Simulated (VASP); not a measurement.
A run of VASP 6.6.1 is set up as follows.

File INCAR:

```
ALGO = Fast
EDIFF = 1E-7
ENCUT = 520
GGA = PS
ISIF = 2
ISMEAR = 0
LASPH = True
LCHARG = False
LREAL = False
LWAVE = False
NBANDS = 10
NELM = 60
PREC = Accurate
SIGMA = 0.15
```

KPOINTS

```
k-points
0
Gamma
  20 20 20
```

Contents of POSCAR:

```
Na
1.0
   -1.8292429077      1.8292429077      2.8102879292
    1.8292429077     -1.8292429077      2.8102879292
    1.8292429077      1.8292429077     -2.8102879292
Na
1
Direct
    0.0000000000      0.0000000000      0.0000000000
```

Potentials or basis: VASP PAW PBE potentials, release 64 (Na_pv).

Launch:

```bash
$ cat potpaw_PBE.64/Na_pv/POTCAR > POTCAR
$ mpirun -np 1 vasp_std > vasp.out
```

Problem. What does it give for the pressure?

Solution. -0.2 GPa.

Stress tensor (GPa, compression positive):
```
-0.16  0.00  0.00
 0.00 -0.16  0.00
 0.00  0.00 -0.39
```

Caveat: the PAW data sets were made with another functional, which shifts forces and pressure a little.
